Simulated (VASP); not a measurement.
# TiSi16 (a cell with a defect) in VASP: notebook

The runs below take TiSi16 (a cell with a defect) through single point, with LDA.

Program: VASP 6.6.1. These are calculated values, not measurements. Logs are shortened: lines on timing, memory, paths and dates and some standing lists are left out, and cuts for length are marked.

## 1. The cell of the first run

The cell holds a defect, 17 atoms: a = 7.679 Å, b = 7.679 Å, c = 7.679 Å, α = 60.00°, β = 60.00°, γ = 60.00°.

## 2. Single point, LDA

INCAR reads:

```
SYSTEM = TiSi16
PREC = Accurate ; ENCUT = 520
EDIFF = 1E-6 ; ISMEAR = -1
SIGMA = 0.02 ; LREAL = Auto
LASPH = .TRUE. ; NELM = 100
ALGO = Normal ; ISIF = 2
LWAVE = .FALSE. ; LCHARG = .FALSE.
NBANDS = 52
```

KPOINTS reads:

```
Automatic mesh
0
G
  2 2 2
  0 0 0
```

POSCAR reads:

```
TiSi16
1.0
    0.0000000000      5.4300000000      5.4300000000
    5.4300000000      0.0000000000      5.4300000000
    5.4300000000      5.4300000000      0.0000000000
Si Ti
16 1
Direct
   -0.0242098527     -0.0240573665      0.0666367403
    0.1260688766      0.1259607735      0.1366620626
    0.0113164825      0.0117551565      0.5093080110
    0.1003248619      0.1018732965      0.6890795580
    0.0162686924      0.4992876611     -0.0199436464
    0.1281636280      0.6058717311      0.1351645488
    0.0133413444      0.4605988029      0.5074759669
    0.1560200737      0.6150307551      0.6063412523
    0.4995381215      0.0148797422     -0.0183847145
    0.6052758748      0.1275860037      0.1367837937
    0.4594610497      0.0132921731      0.5092133517
    0.6143241252      0.1557535912      0.6080961326
    0.5016484346      0.5009552486     -0.0202270718
    0.6453339779      0.6442118785      0.0638083794
    0.5187421731      0.5181047882      0.4389865562
    0.6160919890      0.6160789134      0.6061258748
    0.8237661142      0.8244545120      0.5210406998
```

Potentials or basis: VASP PAW LDA potentials, release 64 (Si, Ti_sv).

Run with:

```
$ cat potpaw_LDA.64/Si/POTCAR potpaw_LDA.64/Ti_sv/POTCAR > POTCAR
$ mpirun -np 1 vasp_std > vasp.out
```

OUTCAR:

```text
SYSTEM = TiSi16
   PREC = Accurate
   ENCUT = 520
   EDIFF = 1E-6
   ISMEAR = -1
   LREAL = Auto
   LASPH = .TRUE.
   NELM = 100
   ISIF = 2

 ion  position               nearest neighbor table
   1  0.976  0.976  0.067-   6 2.35   2 2.35  10 2.35   4 2.37  17 2.85
   2  0.126  0.126  0.137-   3 2.34   1 2.35   9 2.35   5 2.35
   3  0.011  0.012  0.509-   4 2.29   2 2.34  17 2.44   8 2.50  12 2.50
   4  0.100  0.102  0.689-   3 2.29   7 2.29  11 2.29   1 2.37
   5  0.016  0.499  0.980-  14 2.34   8 2.35   2 2.35   6 2.35
   6  0.128  0.606  0.135-   7 2.34   1 2.35  13 2.35   5 2.35
   7  0.013  0.461  0.507-   4 2.29   6 2.34  17 2.45   8 2.49  16 2.50
   8  0.156  0.615  0.606-  15 2.30   5 2.35  17 2.46   7 2.49   3 2.50
   9  0.500  0.015  0.982-  14 2.34  12 2.34   2 2.35  10 2.35
  10  0.605  0.128  0.137-  11 2.34   1 2.35  13 2.35   9 2.35
  11  0.459  0.013  0.509-   4 2.29  10 2.34  17 2.45  12 2.49  16 2.50
  12  0.614  0.156  0.608-  15 2.29   9 2.34  17 2.46  11 2.49   3 2.50
  13  0.502  0.501  0.980-  14 2.34  16 2.35   6 2.35  10 2.35
  14  0.645  0.644  0.064-   9 2.34   5 2.34  13 2.34  15 2.35
  15  0.519  0.518  0.439-  16 2.29  12 2.29   8 2.30  14 2.35
  16  0.616  0.616  0.606-  15 2.29  13 2.35  17 2.45   7 2.50  11 2.50
  17  0.824  0.824  0.521-   3 2.44  16 2.45  11 2.45   7 2.45   8 2.46  12 2.46   1 2.85

  LATTYP: Found a face centered cubic cell.
 ALAT       =    10.8600000000

  Lattice vectors:

 A1 = (   0.0000000000,   5.4300000000,   5.4300000000)
 A2 = (   5.4300000000,   0.0000000000,   5.4300000000)
 A3 = (   5.4300000000,   5.4300000000,   0.0000000000)

Analysis of symmetry for initial positions (statically):
=====================================================================
 Subroutine PRICEL returns:
 Original cell was already a primitive cell.

 Routine SETGRP: Setting up the symmetry group for a
 face centered cubic supercell.

 Subroutine GETGRP returns: Found  1 space group operations
 (whereof  1 operations were pure point group operations)
 out of a pool of 48 trial point group operations.

The static configuration has the point symmetry C_1 .

Analysis of symmetry for dynamics (positions and initial velocities):
=====================================================================
 Subroutine PRICEL returns:
 Original cell was already a primitive cell.

 Routine SETGRP: Setting up the symmetry group for a
 face centered cubic supercell.

 Subroutine GETGRP returns: Found  1 space group operations
 (whereof  1 operations were pure point group operations)
 out of a pool of 48 trial point group operations.

[... 119 lines left out ...]
   ISIF   =      2    stress and relaxation
   ISYM   =      2    0-nonsym 1-usesym 2-fastsym
   POTIM  = 0.5000    time-step for ionic-motion
   TEBEG  =    0.0;   TEEND  =   0.0 temperature during run
   PSTRESS=    0.0 pullay stress
   NELECT =      76.0000    total number of electrons
   NUPDOWN=      -1.0000    fix difference up-down
   EMIN   =  10.00;   EMAX   =-10.00  energy-range for DOS
   EFERMI =   0.00;   METHOD = LEGACY
   ISMEAR =    -1;   SIGMA  =   0.02  broadening in eV -4-tet -1-fermi 0-gaus
   EFERMI_NEDOS =   21; number of points for ismear=-14 and -15
   IALGO  =     38    algorithm
   IMIX   =      4    mixing-type and parameters
     AMIX     =   0.40;   BMIX     =  1.00
     AMIX_MAG =   1.60;   BMIX_MAG =  1.00
  volume/ion in A,a.u.               =      18.84       127.11
  Fermi-wavevector in a.u.,A,eV,Ry     =   1.013607  1.915439 13.978610  1.027399
  Thomas-Fermi vector in A             =   2.146786
   LORBIT       =      0    0 simple, 1 ext, 2 COOP (PROOUT), +10 PAW based schemes
   GGA     = CA    functional components
   LHFCALC =     F    Hartree Fock is set to
   AEXX    =    0.0000 exact exchange contribution
   IVDW    =     0    specifies the selected vdW correction
   LEPSILON=     F    determine dielectric tensor
   LRPA    =     F    only Hartree local field effects (RPA)
 non-spin polarized calculation
  energy-cutoff  :      520.00
  volume of cell :      320.21
 maximum number of plane-waves:      8646
 NGX is ok and might be reduce to    60
   NGX = 29   NGY = 29   NGZ = 29

 number of electron      76.0000000 magnetization

 Free energy of the ion-electron system (eV)
  ---------------------------------------------------
  ext. energy  EPLUGINS =         0.00000000
  ---------------------------------------------------
  free energy    TOTEN  =      -100.43867090 eV

  energy without entropy =     -100.42483700  energy(sigma->0) =     -100.43175395

 E-fermi :   6.7883     XC(G=0):  -9.9409

 val. band max:        6.7820283418   @ k =   0.0000   0.5000   0.0000
 cond. band min:       6.8194324275   @ k =   0.0000   0.0000   0.0000
 fundamental gap:      0.0374040857
 Fermi energy:         6.7883155588

 k-point     1 :       0.0000    0.0000    0.0000
  band No.  band energies     occupation
      1     -49.3635      2.00000
      2     -26.2038      2.00000
      3     -26.0679      2.00000
      4     -26.0640      2.00000
      5      -5.7033      2.00000
      6      -3.4806      2.00000
[... 413 lines left out ...]
     49       9.7969      0.00000
     50      10.3386      0.00000
 [bands above 50 left out]

------------------------ aborting loop because EDIFF is reached ----------------------------------------

  FORCE on cell =-STRESS in cart. coord.  units (eV):
  Direction    XX          YY          ZZ          XY          YZ          ZX
  --------------------------------------------------------------------------------------
  -------------------------------------------------------------------------------------
  Total        2.2201210      2.2098383      2.3278696     -2.3928648      2.5387344      2.6023692
  in kB       11.1085594     11.0571089     11.6476884    -11.9728975     12.7027682     13.0211699
  external PRESSURE =      11.2711189 kB  Pullay stress =       0.0000000 kB

 VOLUME and BASIS-vectors are now :
 -----------------------------------------------------------------------------
  energy-cutoff  :      520.00
  volume of cell :      320.21
      direct lattice vectors                 reciprocal lattice vectors
     0.000000000  5.430000000  5.430000000    -0.092081031  0.092081031  0.092081031
     5.430000000  0.000000000  5.430000000     0.092081031 -0.092081031  0.092081031
     5.430000000  5.430000000  0.000000000     0.092081031  0.092081031 -0.092081031

 POSITION                                       TOTAL-FORCE (eV/Angst)
 -----------------------------------------------------------------------------------
      5.66121      5.66038     10.59791         0.013389      0.019675     -0.005479
      1.42604      1.42663      1.36852         0.052107      0.049845     -0.018922
      2.82937      2.82699      0.12528         0.040491      0.038940     -0.018499
      4.29487      4.28647      1.09794         0.003530      0.007816      0.017824
      8.03284      5.41004      2.79947         0.083447      0.030774     -0.084866
      4.02383      1.42987      3.98581         0.020300      0.040416     -0.055358
[... 9 lines left out ...]
      6.63657      6.63664      6.69069         0.075711      0.076138     -0.061949
      7.30604      7.30230      8.94984        -0.777570     -0.775467      0.792763
 -----------------------------------------------------------------------------------
    total drift:                                0.012351      0.019682      0.009587

  FREE ENERGIE OF THE ION-ELECTRON SYSTEM (eV)
  ---------------------------------------------------
  free  energy   TOTEN  =      -100.4386709018 eV

  energy  without entropy=     -100.4248369971  energy(sigma->0) =     -100.43175395
```

It took 2.6 min on 1 thread of AMD EPYC 9R45 (Zen 5), shared host; peak memory 0.35 GiB.

What came out:

```yaml
Free_energy: -100.4387 eV
Pressure: 1.1 GPa
Largest_force: 1.354 eV/Å
Band_gap_on_the_k_mesh: zero (band 38 reaches 6.96 eV, above the bottom of band 39 at 6.54 eV)
```

Forces in eV/Å, atoms in the order of the input:
```
Si   0.013  0.020 -0.005
Si   0.052  0.050 -0.019
Si   0.040  0.039 -0.018
Si   0.004  0.008  0.018
Si   0.083  0.031 -0.085
Si   0.020  0.040 -0.055
Si   0.044  0.033 -0.036
Si   0.089  0.027 -0.075
Si   0.032  0.080 -0.083
Si   0.042  0.023 -0.055
Si   0.032  0.049 -0.034
Si   0.031  0.083 -0.070
Si   0.077  0.077 -0.048
Si   0.037  0.038 -0.057
Si   0.105  0.102 -0.109
Si   0.076  0.076 -0.062
Ti  -0.778 -0.775  0.793
```

Levels at points of the mesh, in eV from the Fermi level:
```
           k point  band 34  band 35  band 36  band 37  band 38  band 39  band 40  band 41  band 42  band 43
(0.00, 0.00, 0.00)    -1.23    -1.21    -0.75    -0.38    -0.27    -0.25    -0.12    -0.11     0.03     0.22
(0.50, 0.00, 0.00)    -1.47    -1.35    -1.10    -0.67    -0.01     0.41     0.47     0.65     0.80     0.86
(0.00, 0.50, 0.00)    -1.48    -1.34    -1.09    -0.67    -0.01     0.41     0.48     0.66     0.80     0.86
(0.00, 0.00, 0.50)    -2.20    -1.28    -1.28    -0.32    -0.29    -0.05     0.47     0.77     0.78     1.17
(0.50, 0.50, 0.50)    -1.48    -1.36    -1.09    -0.68    -0.02     0.41     0.48     0.67     0.81     0.87
(0.50, 0.50, 0.00)    -2.06    -1.71    -1.59    -0.21     0.17     0.21     0.34     0.86     0.97     1.43
(0.00, 0.50, 0.50)    -2.06    -1.71    -1.59    -0.20     0.17     0.23     0.35     0.86     0.94     1.42
(0.50, 0.00, 0.50)    -2.06    -1.71    -1.58    -0.20     0.16     0.22     0.36     0.86     0.95     1.42
```

Caveat: the k points lie up to 0.50 Å⁻¹ apart.

## 3. Single point, LDA

INCAR reads:

```
SYSTEM = TiSi16
PREC     = Accurate       ! precision mode
ENCUT    = 520            ! plane-wave cutoff, eV
EDIFF    = 1E-6           ! SCF threshold, eV
ISMEAR   = -1             ! smearing method
SIGMA    = 0.02           ! smearing width, eV
LREAL    = Auto         
LASPH    = .True.         ! aspherical terms in the spheres
NELM     = 100            ! most SCF steps
ALGO     = Normal         ! electronic algorithm
ISIF     = 2              ! what is computed and relaxed
LWAVE    = .False.        ! write WAVECAR
LCHARG   = .True.         ! write CHGCAR
LELF     = .True.         ! ELF
LVHAR    = .True.       
NBANDS   = 52             ! bands
```

KPOINTS reads:

```
regular mesh
0
Gamma
  2 2 2
  0 0 0
```

POSCAR reads:

```
TiSi16
1.0
    0.0000000000      5.4300000000      5.4300000000
    5.4300000000      0.0000000000      5.4300000000
    5.4300000000      5.4300000000      0.0000000000
Si Ti
16 1
Direct
   -0.0177069061     -0.0175864641      0.0498851750
    0.1273341621      0.1270669429      0.1298398711
    0.0100833333      0.0102244015      0.5030916206
    0.1062313076      0.1071957643      0.6755079190
    0.0198652855      0.5008503683     -0.0245093002
    0.1286461326      0.6128400552      0.1287448435
    0.0111415285      0.4725923573      0.5018763352
    0.1566336096      0.6205682320      0.5972334254
    0.5011809392      0.0185251381     -0.0231244015
    0.6125593002      0.1280416206      0.1299543278
    0.4719021179      0.0109107735      0.5031905157
    0.6201206262      0.1561117864      0.5990801105
    0.5027109576      0.5019973297     -0.0246824125
    0.6435208103      0.6426285451      0.0704677716
    0.5188867403      0.5180878453      0.4409397790
    0.6218548803      0.6214414365      0.5968222836
    0.7771453039      0.7768843462      0.6650749540
```

Potentials or basis: VASP PAW LDA potentials, release 64 (Si, Ti_sv).

Run with:

```
$ cat potpaw_LDA.64/Si/POTCAR potpaw_LDA.64/Ti_sv/POTCAR > POTCAR
$ mpirun -np 1 vasp_std > vasp.out
```

Run time: 2.4 min. Hardware: 1 thread of AMD EPYC 9R45 (Zen 5), shared host; peak memory 0.36 GiB.

Results (log left out):

- Free energy: -101.3031 eV
- Pressure: 0.0 GPa
- Largest force: 2.114 eV/Å
- Band gap on the k mesh: zero (band 38 reaches 6.82 eV, above the bottom of band 39 at 6.49 eV)

Forces on the atoms (eV/Å):
```
Si  -0.138 -0.140  0.144
Si  -0.113 -0.114  0.036
Si  -0.130 -0.130 -0.033
Si  -0.152 -0.146  0.160
Si  -0.068 -0.056  0.066
Si  -0.024 -0.122  0.106
Si   0.053 -0.134  0.132
Si  -0.088 -0.149  0.087
Si  -0.049 -0.073  0.069
Si  -0.121 -0.025  0.108
Si  -0.138  0.052  0.136
Si  -0.155 -0.089  0.088
Si  -0.073 -0.074  0.031
Si   0.052  0.055 -0.065
Si   0.011  0.006 -0.008
Si  -0.090 -0.092  0.154
Ti   1.223  1.231 -1.208
```

Stress tensor (GPa, compression positive):
```
-0.07 -0.64  0.70
-0.64 -0.03  0.68
 0.70  0.68  0.04
```

Levels at points of the mesh, in eV from the Fermi level:
| k point | band 34 | band 35 | band 36 | band 37 | band 38 | band 39 | band 40 | band 41 | band 42 | band 43 |
| --- | --- | --- | --- | --- | --- | --- | --- | --- | --- | --- |
| (0.00, 0.00, 0.00) | -1.10 | -1.09 | -0.86 | -0.56 | -0.31 | -0.31 | 0.01 | 0.01 | 0.11 | 0.62 |
| (0.50, 0.00, 0.00) | -1.71 | -1.32 | -1.28 | -0.19 | -0.02 | 0.13 | 0.46 | 0.61 | 0.72 | 1.03 |
| (0.00, 0.50, 0.00) | -1.71 | -1.31 | -1.28 | -0.19 | -0.02 | 0.13 | 0.46 | 0.62 | 0.72 | 1.03 |
| (0.00, 0.00, 0.50) | -2.01 | -1.29 | -1.29 | -0.30 | -0.24 | -0.22 | 0.67 | 0.68 | 0.70 | 1.18 |
| (0.50, 0.50, 0.50) | -1.71 | -1.32 | -1.29 | -0.19 | -0.02 | 0.11 | 0.47 | 0.62 | 0.72 | 1.03 |
| (0.50, 0.50, 0.00) | -1.98 | -1.87 | -1.73 | -0.39 | 0.02 | 0.39 | 0.81 | 1.01 | 1.04 | 1.36 |
| (0.00, 0.50, 0.50) | -1.98 | -1.87 | -1.73 | -0.39 | 0.01 | 0.39 | 0.80 | 1.02 | 1.05 | 1.37 |
| (0.50, 0.00, 0.50) | -1.98 | -1.87 | -1.73 | -0.39 | 0.01 | 0.39 | 0.80 | 1.02 | 1.05 | 1.37 |

Caveat: the k points lie up to 0.50 Å⁻¹ apart.
